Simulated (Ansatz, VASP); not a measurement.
# Mg9O8 in VASP and in Ansatz

```
Mg O
1.0
     0.00000    4.21200    4.21200
     4.21200    0.00000    4.21200
     4.21200    4.21200    0.00000
Mg O
9 8
Direct
  0.99903 0.00165 0.00394
  0.02197 0.93668 0.52085
  0.02933 0.53019 0.91231
  0.02063 0.51713 0.51648
  0.49672 0.00164 0.00390
  0.49729 0.99489 0.51186
  0.49917 0.50086 0.00208
  0.44707 0.51703 0.51651
  0.89042 0.37438 0.34610
  0.26966 0.24214 0.26289
  0.25814 0.23002 0.75500
  0.25760 0.75525 0.23085
  0.25888 0.75666 0.75820
  0.72658 0.24226 0.26284
  0.75256 0.25586 0.74035
  0.74073 0.75710 0.26275
  0.72753 0.75677 0.75815
```

Alike in both runs: functional PBE; dispersion D3(BJ); k mesh 2 × 2 × 2; occupations gaussian, width 0.02 eV; no spin polarisation.

Ansatz relaxed the structure, and its values are those at the end. VASP's run is a single point on that final structure, the one shown.

|  | VASP | Ansatz |
| --- | --- | --- |
| version | VASP 6.6.1 | Ansatz 0.2.0 |
| potentials or method | VASP PAW PBE potentials, release 64 (Mg, O), cutoff 520 eV | scalar-relativistic, plane waves, PAW |
| valence electrons in the cell | 66 | 138 |

Ansatz gave:

```
rms of the force components (eV/Å) : 0.002
```

Which values does VASP return?

rms of the force components (eV/Å): 0.011.

VASP's potentials hold 66 valence electrons a cell and Ansatz's 138, so a difference there can come from the potentials and not from the codes.

The k mesh is coarse, so the values compare programs but aren't converged.
